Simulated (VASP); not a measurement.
# Bi4C (Pm-3m) in VASP: a series of runs

Runs on Bi4C. Level: PBE. Tasks: single point, relaxation of cell and atoms.

Everything below comes from runs of VASP 6.6.1. Logs are shortened: lines on timing, memory, paths and dates and some standing lists are left out, and cuts for length are marked.

## Step 1: The cell of the first run

It takes space group Pm-3m (No. 221, cubic). The conventional cell has a = 5.192 Å, b = 5.192 Å, c = 5.192 Å, α = 90.00°, β = 90.00°, γ = 90.00°. Bi (site symmetry m-3m) has 12 Bi at 3.67 Å and 8 C at 4.50 Å within 4.8 Å. Bi (site symmetry 4/mmm) has 2 C at 2.60 Å within 3.4 Å. Within 3.4 Å of C (site symmetry m-3m) lie 6 Bi at 2.60 Å.

The cell was built from a structure type or drawn by symmetry, and may not be a known phase.

## Step 2: Single point, PBE

The input, INCAR:

```
SYSTEM = Bi4C
PREC = Accurate
ENCUT = 520
EDIFF = 1E-7
ISMEAR = 0
SIGMA = 0.1
LREAL = .False.
LASPH = .True.
NELM = 80
ALGO = Normal
ISIF = 2
LWAVE = .False.
LCHARG = .False.
GGA = PE
NBANDS = 40
```

The input, KPOINTS:

```
Automatic mesh
0
Gamma
  4 4 4
  0 0 0
```

The input, POSCAR:

```
Bi4C
1.0
    5.1924136400      0.0000000000      0.0000000000
    0.0000000000      5.1924136400      0.0000000000
    0.0000000000      0.0000000000      5.1924136400
Bi C
4 1
Direct
    0.0000000000      0.0000000000      0.0000000000
    0.5000000000      0.5000000000      0.0000000000
    0.5000000000      0.0000000000      0.5000000000
    0.0000000000      0.5000000000      0.5000000000
    0.5000000000      0.5000000000      0.5000000000
```

Potentials or basis: VASP PAW PBE potentials, release 64 (Bi_d, C).

Launch:

```console
cat potpaw_PBE.64/Bi_d/POTCAR potpaw_PBE.64/C/POTCAR > POTCAR
mpirun -np 1 vasp_std > vasp.out
```

OUTCAR:

```text
SYSTEM = Bi4C
   PREC = Accurate
   ENCUT = 520
   EDIFF = 1E-7
   ISMEAR = 0
   LREAL = .False.
   LASPH = .True.
   NELM = 80
   ISIF = 2
   GGA = PE

 ion  position               nearest neighbor table
   1  0.000  0.000  0.000-   2 3.67   3 3.67   4 3.67   3 3.67   4 3.67   2 3.67   4 3.67   4 3.67
                             2 3.67   3 3.67   3 3.67   2 3.67
   2  0.500  0.500  0.000-   5 2.60   5 2.60   4 3.67   1 3.67   3 3.67   4 3.67   3 3.67   1 3.67
                             3 3.67   3 3.67   1 3.67   4 3.67   4 3.67   1 3.67
   3  0.500  0.000  0.500-   5 2.60   5 2.60   4 3.67   1 3.67   1 3.67   2 3.67   2 3.67   4 3.67
                             2 3.67   2 3.67   1 3.67   4 3.67   1 3.67   4 3.67
   4  0.000  0.500  0.500-   5 2.60   5 2.60   3 3.67   1 3.67   1 3.67   2 3.67   1 3.67   3 3.67
                             1 3.67   2 3.67   3 3.67   2 3.67   2 3.67   3 3.67
   5  0.500  0.500  0.500-   2 2.60   3 2.60   4 2.60   2 2.60   3 2.60   4 2.60

  LATTYP: Found a simple cubic cell.
 ALAT       =     5.1924136400

  Lattice vectors:

 A1 = (   5.1924136400,   0.0000000000,   0.0000000000)
 A2 = (   0.0000000000,   5.1924136400,   0.0000000000)
 A3 = (   0.0000000000,   0.0000000000,   5.1924136400)

Analysis of symmetry for initial positions (statically):
=====================================================================
 Subroutine PRICEL returns:
 Original cell was already a primitive cell.

 Routine SETGRP: Setting up the symmetry group for a
 simple cubic supercell.

 Subroutine GETGRP returns: Found 48 space group operations
 (whereof 48 operations were pure point group operations)
 out of a pool of 48 trial point group operations.

The static configuration has the point symmetry O_h .

Analysis of symmetry for dynamics (positions and initial velocities):
=====================================================================
 Subroutine PRICEL returns:
 Original cell was already a primitive cell.

 Routine SETGRP: Setting up the symmetry group for a
 simple cubic supercell.

 Subroutine GETGRP returns: Found 48 space group operations
 (whereof 48 operations were pure point group operations)
 out of a pool of 48 trial point group operations.

The dynamic configuration has the point symmetry O_h .

 Subroutine INISYM returns: Found 48 space group operations
 (whereof 48 operations are pure point group operations),
 and found     1 'primitive' translations

----------------------------------------------------------------------------------------

[... 87 lines left out ...]
   IBRION =     -1    ionic relax: 0-MD 1-quasi-New 2-CG
   NFREE  =      0    steps in history (QN), initial steepest desc. (CG)
   ISIF   =      2    stress and relaxation
   ISYM   =      2    0-nonsym 1-usesym 2-fastsym
   POTIM  = 0.5000    time-step for ionic-motion
   TEBEG  =    0.0;   TEEND  =   0.0 temperature during run
   PSTRESS=    0.0 pullay stress
   NELECT =      64.0000    total number of electrons
   NUPDOWN=      -1.0000    fix difference up-down
   EMIN   =  10.00;   EMAX   =-10.00  energy-range for DOS
   EFERMI =   0.00;   METHOD = LEGACY
   ISMEAR =     0;   SIGMA  =   0.10  broadening in eV -4-tet -1-fermi 0-gaus
   EFERMI_NEDOS =   21; number of points for ismear=-14 and -15
   IALGO  =     38    algorithm
   IMIX   =      4    mixing-type and parameters
     AMIX     =   0.40;   BMIX     =  1.00
     AMIX_MAG =   1.60;   BMIX_MAG =  1.00
  volume/ion in A,a.u.               =      28.00       188.94
  Fermi-wavevector in a.u.,A,eV,Ry     =   1.261147  2.383221 21.639937  1.590491
  Thomas-Fermi vector in A             =   2.394620
   LORBIT       =      0    0 simple, 1 ext, 2 COOP (PROOUT), +10 PAW based schemes
   GGA     = PE    functional components
   LHFCALC =     F    Hartree Fock is set to
   AEXX    =    0.0000 exact exchange contribution
   IVDW    =     0    specifies the selected vdW correction
   LEPSILON=     F    determine dielectric tensor
   LRPA    =     F    only Hartree local field effects (RPA)
 non-spin polarized calculation
 Gauss-broadening in eV      SIGMA  =   0.10
  energy-cutoff  :      520.00
  volume of cell :      139.99
 maximum number of plane-waves:      3840
 NGX is ok and might be reduce to    40
   NGX = 19   NGY = 19   NGZ = 19

 number of electron      63.9999948 magnetization

 Free energy of the ion-electron system (eV)
  ---------------------------------------------------
  ext. energy  EPLUGINS =         0.00000000
  ---------------------------------------------------
  free energy    TOTEN  =       -20.25866566 eV

  energy without entropy =      -20.20695998  energy(sigma->0) =      -20.23281282

 E-fermi :   7.1774     XC(G=0): -10.1054

 val. band max:        7.1714113486   @ k =   0.5000   0.2500   0.2500
 cond. band min:       7.1863247430   @ k =   0.2500   0.2500   0.0000
 fundamental gap:      0.0149133943
 Fermi energy:         7.1774347697

 k-point     1 :       0.0000    0.0000    0.0000
  band No.  band energies     occupation
      1     -16.0045      2.00000
      2     -15.9907      2.00000
      3     -15.9907      2.00000
      4     -15.9907      2.00000
      5     -15.9492      2.00000
      6     -15.9492      2.00000
[... 419 lines left out ...]
     39       9.9557      0.00000
     40       9.9557      0.00000

------------------------ aborting loop because EDIFF is reached ----------------------------------------

  FORCE on cell =-STRESS in cart. coord.  units (eV):
  Direction    XX          YY          ZZ          XY          YZ          ZX
  --------------------------------------------------------------------------------------
  -------------------------------------------------------------------------------------
  Total       -2.4686534     -2.4686534     -2.4686534      0.0000000      0.0000000     -0.0000000
  in kB      -28.2528885    -28.2528885    -28.2528885      0.0000000      0.0000000     -0.0000000
  external PRESSURE =     -28.2528885 kB  Pullay stress =       0.0000000 kB

 VOLUME and BASIS-vectors are now :
 -----------------------------------------------------------------------------
  energy-cutoff  :      520.00
  volume of cell :      139.99
      direct lattice vectors                 reciprocal lattice vectors
     5.192413640  0.000000000  0.000000000     0.192588663  0.000000000  0.000000000
     0.000000000  5.192413640  0.000000000     0.000000000  0.192588663  0.000000000
     0.000000000  0.000000000  5.192413640     0.000000000  0.000000000  0.192588663

 POSITION                                       TOTAL-FORCE (eV/Angst)
 -----------------------------------------------------------------------------------
      0.00000      0.00000      0.00000         0.000000      0.000000      0.000000
      2.59621      2.59621      0.00000         0.000000      0.000000      0.000000
      2.59621      0.00000      2.59621         0.000000      0.000000      0.000000
      0.00000      2.59621      2.59621         0.000000      0.000000      0.000000
      2.59621      2.59621      2.59621         0.000000      0.000000      0.000000
 -----------------------------------------------------------------------------------
    total drift:                               -0.000000     -0.000000     -0.000000

  FREE ENERGIE OF THE ION-ELECTRON SYSTEM (eV)
  ---------------------------------------------------
  free  energy   TOTEN  =       -20.2586656629 eV

  energy  without entropy=      -20.2069599839  energy(sigma->0) =      -20.23281282
```

OSZICAR:

```text
N       E                     dE             d eps       ncg     rms          rms(c)
DAV:   1     0.769286074011E+03    0.76929E+03   -0.32401E+04   800   0.193E+03
DAV:   2     0.698145040824E+02   -0.69947E+03   -0.68164E+03   816   0.558E+02
DAV:   3    -0.174240019460E+02   -0.87239E+02   -0.82932E+02   952   0.205E+02
[... 19 lines left out ...]
DAV:  23    -0.202587495634E+02    0.29446E-03   -0.29382E-04   840   0.944E-02    0.912E-02
DAV:  24    -0.202586806924E+02    0.68871E-04   -0.85701E-05   920   0.503E-02    0.387E-02
DAV:  25    -0.202586669166E+02    0.13776E-04   -0.19527E-05   840   0.246E-02    0.125E-02
DAV:  26    -0.202586656446E+02    0.12720E-05   -0.35041E-06   960   0.105E-02    0.258E-03
DAV:  27    -0.202586656629E+02   -0.18229E-07   -0.23346E-07   616   0.306E-03
   1 F= -.20258666E+02 E0= -.20232813E+02  d E =-.517057E-01
```

It took 89 s on 1 thread of Intel Xeon 8259CL, shared host; peak memory 0.25 GiB.

What came out:

```
Free energy            : -20.2587 eV
Pressure               : -2.8 GPa
Band gap on the k mesh : zero (bands 32 and 33 overlap by 1.01 eV)
```

Caveat: spin-orbit coupling is left out, which moves the levels of the heavy elements.

(Continued in part 2 of 2.)
